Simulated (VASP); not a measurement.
## NaI: single point with r2SCAN

NaI:

```
Na I
1.0
     4.50465    0.00000    0.00000
    -2.25232    3.90114    0.00000
     0.00000    0.00000    7.67570
Na I
2 2
Direct
  0.00000 0.00000 0.00000
  0.00000 0.00000 0.50000
  0.33333 0.66667 0.25000
  0.66667 0.33333 0.75000
```

```
Program                : VASP 6.6.1
Task                   : single point
Functional             : r2SCAN
Potentials or basis    : VASP PAW PBE potentials, release 64 (Na_pv, I)
Cutoff                 : 520 eV
k mesh                 : 6 × 6 × 4
Occupations            : gaussian, width 0.01 eV
Spin                   : no spin polarisation
Dipole correction      : no
Further INCAR settings : ALGO = Normal; EDIFF = 1e-06; NBANDS = 22
```

* Pressure: -0.1 GPa
* Band gap on the k mesh: 4.36 eV, direct

Levels at points of the mesh, in eV from the valence-band top:
| k point | band 11 | band 12 | band 13 | band 14 | band 15 | band 16 | band 17 | band 18 |
| --- | --- | --- | --- | --- | --- | --- | --- | --- |
| (0.00, 0.00, 0.00) | -0.25 | -0.19 | 0.00 | 0.00 | 4.36 | 5.76 | 7.77 | 8.50 |
| (0.50, 0.00, 0.00) | -1.30 | -0.74 | -0.72 | -0.34 | 5.80 | 6.01 | 6.04 | 8.10 |
| (0.00, 0.00, 0.50) | -0.13 | -0.13 | -0.13 | -0.13 | 5.60 | 5.60 | 7.98 | 7.98 |
| (0.50, 0.00, 0.50) | -0.74 | -0.74 | -0.55 | -0.55 | 5.59 | 5.59 | 6.67 | 6.67 |

It took 2.4 min on 1 thread of Intel(R) Xeon(R) Platinum 8488C (Sapphire Rapids), with other jobs on the host, peak memory 0.31 GiB.

Caveat: the PAW data sets were made with another functional, which shifts forces and pressure a little; spin-orbit coupling is left out, which moves the levels of the heavy elements. A k mesh can miss the band edges.
